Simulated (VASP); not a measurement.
# NaB2 (P-3m1) in VASP: a series of runs

Runs on NaB2. Level: PBE. Tasks: single point, relaxation of cell and atoms.

All numbers are computed with VASP 6.6.1; they aren't measurements. Logs are shortened: lines on timing, memory, paths and dates and some standing lists are left out, and cuts for length are marked.

## 1. The cell of the first run

Symmetry: P-3m1, No. 164, trigonal system. Conventional cell: a = 3.381 Å, b = 3.381 Å, c = 4.280 Å, α = 90.00°, β = 90.00°, γ = 120.00°. Na (site symmetry -3m) has 12 B at 2.64 to 3.17 Å and 6 Na at 3.38 Å within 3.5 Å. Within 2.8 Å of B (site symmetry 3m) lie 3 B at 2.08 Å and 3 Na at 2.64 Å.

The cell was generated, and may not be a known phase.

## 2. Single point, PBE

INCAR reads:

```
SYSTEM = NaB2
PREC = Accurate
ENCUT = 520
EDIFF = 1E-7
ISMEAR = 0
SIGMA = 0.1
LREAL = .FALSE.
LASPH = .TRUE.
NELM = 60
ALGO = Normal
ISIF = 2
LWAVE = .FALSE.
LCHARG = .FALSE.
GGA = PE
NBANDS = 14
```

KPOINTS reads:

```
regular mesh
0
G
  6 6 4
  0 0 0
```

POSCAR reads:

```
NaB2
1.0
    3.3806528700      0.0000000000      0.0000000000
   -1.6903264300      2.9277312600      0.0000000000
    0.0000000000      0.0000000000      4.2799812700
Na B
1 2
Direct
    0.0000000000      0.0000000000      0.0000000000
    0.6666666700      0.3333333300      0.5843724000
    0.3333333300      0.6666666700      0.4156276000
```

Potentials or basis: VASP PAW PBE potentials, release 64 (Na_pv, B).

Run with:

```console
> cat potpaw_PBE.64/Na_pv/POTCAR potpaw_PBE.64/B/POTCAR > POTCAR
> mpirun -np 1 vasp_std > vasp.out
```

OUTCAR:

```text
SYSTEM = NaB2
   PREC = Accurate
   ENCUT = 520
   EDIFF = 1E-7
   ISMEAR = 0
   LREAL = .FALSE.
   LASPH = .TRUE.
   NELM = 60
   ISIF = 2
   GGA = PE

 ion  position               nearest neighbor table
   1  0.000  0.000  0.000-
   2  0.667  0.333  0.584-   3 2.08   3 2.08   3 2.08
   3  0.333  0.667  0.416-   2 2.08   2 2.08   2 2.08

  LATTYP: Found a hexagonal cell.
 ALAT       =     3.3806528700
 C/A-ratio  =     1.2660221071

  Lattice vectors:

 A1 = (   3.3806528700,   0.0000000000,   0.0000000000)
 A2 = (  -1.6903264300,   2.9277312600,   0.0000000000)
 A3 = (   0.0000000000,   0.0000000000,   4.2799812700)

Analysis of symmetry for initial positions (statically):
=====================================================================
 Subroutine PRICEL returns:
 Original cell was already a primitive cell.

 Routine SETGRP: Setting up the symmetry group for a
 hexagonal supercell.

 Subroutine GETGRP returns: Found 12 space group operations
 (whereof 12 operations were pure point group operations)
 out of a pool of 24 trial point group operations.

The static configuration has the point symmetry D_3d.

Analysis of symmetry for dynamics (positions and initial velocities):
=====================================================================
 Subroutine PRICEL returns:
 Original cell was already a primitive cell.

 Routine SETGRP: Setting up the symmetry group for a
 hexagonal supercell.

 Subroutine GETGRP returns: Found 12 space group operations
 (whereof 12 operations were pure point group operations)
 out of a pool of 24 trial point group operations.

The dynamic configuration has the point symmetry D_3d.

 Subroutine INISYM returns: Found 12 space group operations
 (whereof 12 operations are pure point group operations),
 and found     1 'primitive' translations

----------------------------------------------------------------------------------------

                                     Primitive cell

  volume of cell :      42.3617

  direct lattice vectors                    reciprocal lattice vectors
     3.380652870  0.000000000  0.000000000     0.295800852  0.170780702  0.000000000
    -1.690326430  2.927731260  0.000000000     0.000000000  0.341561404  0.000000000
     0.000000000  0.000000000  4.279981270     0.000000000  0.000000000  0.233645882

  length of vectors
     3.380652870  3.380652862  4.279981270     0.341561403  0.341561404  0.233645882

  position of ions in fractional coordinates (direct lattice)
[... 91 lines left out ...]
   NELECT =      13.0000    total number of electrons
   NUPDOWN=      -1.0000    fix difference up-down
   EMIN   =  10.00;   EMAX   =-10.00  energy-range for DOS
   EFERMI =   0.00;   METHOD = LEGACY
   ISMEAR =     0;   SIGMA  =   0.10  broadening in eV -4-tet -1-fermi 0-gaus
   EFERMI_NEDOS =   21; number of points for ismear=-14 and -15
   IALGO  =     38    algorithm
   IMIX   =      4    mixing-type and parameters
     AMIX     =   0.40;   BMIX     =  1.00
     AMIX_MAG =   1.60;   BMIX_MAG =  1.00
  volume/ion in A,a.u.               =      14.12        95.29
  Fermi-wavevector in a.u.,A,eV,Ry     =   1.104243  2.086717 16.590305  1.219353
  Thomas-Fermi vector in A             =   2.240713
   LORBIT       =      0    0 simple, 1 ext, 2 COOP (PROOUT), +10 PAW based schemes
   GGA     = PE    functional components
   LHFCALC =     F    Hartree Fock is set to
   AEXX    =    0.0000 exact exchange contribution
   IVDW    =     0    specifies the selected vdW correction
   LEPSILON=     F    determine dielectric tensor
   LRPA    =     F    only Hartree local field effects (RPA)
 non-spin polarized calculation
 Gauss-broadening in eV      SIGMA  =   0.10
  energy-cutoff  :      520.00
  volume of cell :       42.36
 maximum number of plane-waves:      1162
 NGX is ok and might be reduce to    28
   NGX = 13   NGY = 13   NGZ = 15

 number of electron      12.9999988 magnetization

 Free energy of the ion-electron system (eV)
  ---------------------------------------------------
  ext. energy  EPLUGINS =         0.00000000
  ---------------------------------------------------
  free energy    TOTEN  =       -11.28260472 eV

  energy without entropy =      -11.27589331  energy(sigma->0) =      -11.27924901

 E-fermi :   1.6806     XC(G=0):  -9.2939

 val. band max:        1.5929130450   @ k =   0.1667  -0.0000   0.5000
 cond. band min:       1.7140840435   @ k =   0.3333   0.0000   0.0000
 fundamental gap:      0.1211709985
 Fermi energy:         1.6805961789

 k-point     1 :       0.0000    0.0000    0.0000
  band No.  band energies     occupation
      1     -21.2251      2.00000
      2     -21.2251      2.00000
      3     -21.2202      2.00000
      4      -7.6084      2.00000
      5      -0.0687      2.00000
      6       2.6755      0.00000
      7       3.1621      0.00000
      8       3.1621      0.00000
      9       7.7938      0.00000
     10       7.7938      0.00000
     11       7.9379      0.00000
     12      11.1494      0.00000
     13      14.4588      0.00000
     14      16.1805      0.00000
[... 377 lines left out ...]
      1     -21.2838      2.00000
      2     -21.2838      2.00000
      3     -21.2085      2.00000
      4      -3.3320      2.00000
      5      -3.3320      2.00000
      6      -0.8080      2.00000
      7       1.5329      1.96329
      8       1.5329      1.96328
      9       6.5413      0.00000
     10      11.0906      0.00000
     11      11.0906      0.00000
     12      12.5136      0.00000
     13      12.5136      0.00000
     14      13.6619      0.00000

------------------------ aborting loop because EDIFF is reached ----------------------------------------

  FORCE on cell =-STRESS in cart. coord.  units (eV):
  Direction    XX          YY          ZZ          XY          YZ          ZX
  --------------------------------------------------------------------------------------
  -------------------------------------------------------------------------------------
  Total       -3.9051816     -3.9051816     -2.2935987     -0.0000000      0.0000000      0.0000000
  in kB     -147.6992057   -147.6992050    -86.7469806     -0.0000003      0.0000000      0.0000000
  external PRESSURE =    -127.3817971 kB  Pullay stress =       0.0000000 kB

 VOLUME and BASIS-vectors are now :
 -----------------------------------------------------------------------------
  energy-cutoff  :      520.00
  volume of cell :       42.36
      direct lattice vectors                 reciprocal lattice vectors
     3.380652870  0.000000000  0.000000000     0.295800852  0.170780702  0.000000000
    -1.690326430  2.927731260  0.000000000     0.000000000  0.341561404  0.000000000
     0.000000000  0.000000000  4.279981270     0.000000000  0.000000000  0.233645882

 POSITION                                       TOTAL-FORCE (eV/Angst)
 -----------------------------------------------------------------------------------
      0.00000      0.00000      0.00000         0.000000      0.000000      0.000000
      1.69033      0.97591      2.50110        -0.000000      0.000000     -4.412125
     -0.00000      1.95182      1.77888         0.000000     -0.000000      4.412125
 -----------------------------------------------------------------------------------
    total drift:                                0.000000      0.000000      0.000000

  FREE ENERGIE OF THE ION-ELECTRON SYSTEM (eV)
  ---------------------------------------------------
  free  energy   TOTEN  =       -11.2826047217 eV

  energy  without entropy=      -11.2758933068  energy(sigma->0) =      -11.27924901
```

stdout:

```text
POSCAR found type information on POSCAR NaB
 POSCAR found :  2 types and       3 ions
 scaLAPACK will be used
 LDA part: xc-table for (Slater+PW92), standard interpolation
 POSCAR, INCAR and KPOINTS ok, starting setup
 FFT: planning ... GRIDC
 FFT: planning ... GRID_SOFT
 FFT: planning ... GRID
 WAVECAR not read
 entering main loop
```

Wall time 11 s (1 thread of AMD EPYC 7R13, shared host); peak memory 0.13 GiB.

What came out:

| Item | Value |
| --- | --- |
| Free energy | -11.2826 eV |
| Pressure | -12.7 GPa |
| Largest force | 4.412 eV/Å |
| Band gap on the k mesh | zero (an odd number of electrons rules out a gap without spin polarisation) |

Forces on the atoms (eV/Å):
```
Na   0.000  0.000  0.000
B    0.000  0.000 -4.412
B    0.000  0.000  4.412
```

Stress tensor (GPa, compression positive):
```
-14.77   0.00   0.00
  0.00 -14.77   0.00
  0.00   0.00  -8.67
```

Caveat: the k points lie up to 0.37 Å⁻¹ apart, too coarse for converged energies and pressures of a metal; forces of over 1 eV/Å act on the atoms, so gaps and moduli don't describe the material at rest.

## 3. Relaxation of cell and atoms, PBE

INCAR reads:

```
SYSTEM = NaB2
PREC     = Accurate       ! precision mode
ENCUT    = 600            ! plane-wave cutoff, eV
EDIFF    = 1E-6           ! SCF threshold, eV
ISMEAR   = 0              ! smearing method
SIGMA    = 0.1            ! smearing width, eV
LREAL    = .False.        ! projectors in reciprocal space
LASPH    = .True.         ! aspherical terms in the spheres
NELM     = 100            ! most SCF steps
ALGO     = Normal         ! electronic algorithm
ISIF     = 3              ! what is computed and relaxed
LWAVE    = .False.        ! write WAVECAR
LCHARG   = .False.        ! write CHGCAR
GGA      = PE             ! functional
IBRION   = 2              ! ionic algorithm
NSW      = 90             ! ionic steps
EDIFFG   = -0.04          ! ionic threshold
```

KPOINTS reads:

```
Automatic mesh
0
Gamma
  6 6 4
  0 0 0
```

POSCAR is that of step 2.

Potentials or basis: VASP PAW PBE potentials, release 64 (Na_pv, B).

Run with:

```console
> cat potpaw_PBE.64/Na_pv/POTCAR potpaw_PBE.64/B/POTCAR > POTCAR
> mpirun -np 1 vasp_std > vasp.out
```

OUTCAR:

```text
SYSTEM = NaB2
   PREC = Accurate
   ENCUT = 600
   EDIFF = 1E-6
   ISMEAR = 0
   LREAL = .False.
   LASPH = .True.
   NELM = 100
   ISIF = 3
   GGA = PE
   IBRION = 2
   NSW = 90
   EDIFFG = -0.04

 ion  position               nearest neighbor table
   1  0.000  0.000  0.000-
   2  0.667  0.333  0.584-   3 2.08   3 2.08   3 2.08
   3  0.333  0.667  0.416-   2 2.08   2 2.08   2 2.08

  LATTYP: Found a hexagonal cell.
 ALAT       =     3.3806528700
 C/A-ratio  =     1.2660221071

  Lattice vectors:

 A1 = (   3.3806528700,   0.0000000000,   0.0000000000)
 A2 = (  -1.6903264300,   2.9277312600,   0.0000000000)
 A3 = (   0.0000000000,   0.0000000000,   4.2799812700)

Analysis of symmetry for initial positions (statically):
=====================================================================
 Subroutine PRICEL returns:
 Original cell was already a primitive cell.
[... 164 lines left out ...]

 number of electron      12.9999991 magnetization

 Free energy of the ion-electron system (eV)
  ---------------------------------------------------
  ext. energy  EPLUGINS =         0.00000000
  ---------------------------------------------------
  free energy    TOTEN  =       -11.28333004 eV

  energy without entropy =      -11.27661467  energy(sigma->0) =      -11.27997235

 E-fermi :   1.6801     XC(G=0):  -9.2939

 val. band max:        1.5925006377   @ k =   0.1667  -0.0000   0.5000
 cond. band min:       1.7136080416   @ k =   0.3333   0.0000   0.0000
 fundamental gap:      0.1211074039
 Fermi energy:         1.6801141966
[... 924 lines left out ...]
--------------------------------------- Ionic step        9  -------------------------------------------

 number of electron      12.9999999 magnetization

 Free energy of the ion-electron system (eV)
  ---------------------------------------------------
  ext. energy  EPLUGINS =         0.00000000
  ---------------------------------------------------
  free energy    TOTEN  =       -13.77430159 eV

  energy without entropy =      -13.76351312  energy(sigma->0) =      -13.76890735

 E-fermi :   2.6778     XC(G=0):  -9.9118

 val. band max:        2.6726077888   @ k =   0.1667  -0.0000   0.2500
 cond. band min:       2.7145209110   @ k =   0.1667  -0.0000   0.5000
 fundamental gap:      0.0419131222
 Fermi energy:         2.6777840045
[... 340 lines left out ...]
  FREE ENERGIE OF THE ION-ELECTRON SYSTEM (eV)
  ---------------------------------------------------
  free  energy   TOTEN  =       -13.7743015856 eV

  energy  without entropy=      -13.7635131154  energy(sigma->0) =      -13.76890735

 reached required accuracy - stopping structural energy minimisation
```

CONTCAR:

```text
NaB2
   1.00000000000000
     3.0376085171259950   -0.0000000005880085   -0.0000000000000000
    -1.5188042545795917    2.6306461381544581    0.0000000000000000
    -0.0000000000000000    0.0000000000000000    4.3114310388899684
  Na              B
     1     2
Direct
     0.0000000000000000    0.0000000000000000    0.0000000000000000
     0.6666666699999979    0.3333333300000021    0.4999340654367934
     0.3333333300000021    0.6666666699999979    0.5000659345632066

  0.00000000E+00  0.00000000E+00  0.00000000E+00
  0.00000000E+00  0.00000000E+00  0.00000000E+00
  0.00000000E+00  0.00000000E+00  0.00000000E+00
```

Run time: 50 s. Hardware: 1 thread of AMD EPYC 7R13, shared host; peak memory 0.14 GiB.

What came out:

- Free energy: -13.7743 eV
- Relaxed volume: 11.48 Å³/atom
- Relaxed cell: a = 3.038 Å, b = 3.038 Å, c = 4.311 Å, α = 90.00°, β = 90.00°, γ = 120.00°
- Space group after relaxing (to 0.1 Å): P6/mmm (No. 191)
- Energy gained by relaxing: 830.3 meV/atom
- Ionic steps: 9
- Pressure after relaxing: -0.1 GPa
- Largest force after relaxing: 0.005 eV/Å
- Band gap on the k mesh: zero (an odd number of electrons rules out a gap without spin polarisation)

Forces on the atoms (eV/Å):
```
Na   0.000  0.000  0.000
B    0.000  0.000  0.005
B    0.000  0.000 -0.005
```

The path:
```csv
step,energy change (eV),largest force (eV/Å),pressure (GPa),volume (Å³)
1,0.0000,4.4131,-12.74,42.36
2,-1.9926,2.4916,-6.30,35.83
3,-2.4124,0.0537,5.71,31.92
4,-2.4165,0.2947,4.38,32.26
5,-2.4746,0.1315,0.90,33.64
6,-2.4798,0.3335,-0.56,34.35
7,-2.4906,0.0768,0.06,34.44
8,-2.4906,0.0676,0.04,34.44
9,-2.4910,0.0049,-0.12,34.45
```

Final structure:
```yaml
crystal:
  lattice:
    - [3.03761, 0.00000, 0.00000]
    - [-1.51880, 2.63065, 0.00000]
    - [0.00000, 0.00000, 4.31143]
  atoms:
    - { symbol: Na, position: [0.00000, 0.00000, 0.00000] }
    - { symbol: B, position: [0.66667, 0.33333, 0.49993] }
    - { symbol: B, position: [0.33333, 0.66667, 0.50007] }
```

Caveat: the k points lie up to 0.40 Å⁻¹ apart in the final cell, too coarse for converged energies and pressures of a metal; the volume moved by over 15 % at a fixed basis, so the end points are rough.

The gap in the log of VASP goes by the Fermi energy; the results here count the filled bands.